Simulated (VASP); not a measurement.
Zn:

```
Zn
1.0
    -1.53701    1.53701    1.53701
     1.53701   -1.53701    1.53701
     1.53701    1.53701   -1.53701
Zn
1
Direct
  0.00000 0.00000 0.00000
```

This cell differs from its parent crystal: volume scaled by 0.94.

Base run:

| Property | Result |
| --- | --- |
| Program | VASP 6.6.1 |
| Functional | PBE |
| Potentials or basis | VASP PAW PBE potentials, release 64 (Zn) |
| Cutoff | 520 eV |
| k mesh | 12 × 12 × 12 |
| Occupations | fermi-dirac, width 0.05 eV |
| Spin | no spin polarisation |

Its results: band gap on the k mesh zero (band 6 reaches 7.83 eV, above the bottom of band 7 at 2.66 eV); pressure 4.4 GPa.

Task: The run is repeated on the same cell with these changes: functional from PBE to PBEsol. What comes out?

Result: Band gap on the k mesh zero (band 6 reaches 7.63 eV, above the bottom of band 7 at 2.48 eV); pressure -1.0 GPa.

PBEsol binds more tightly than PBE, so the same cell stands under less pressure.

Caveats: the PAW data sets were made with another functional, which shifts forces and pressure a little (some runs).
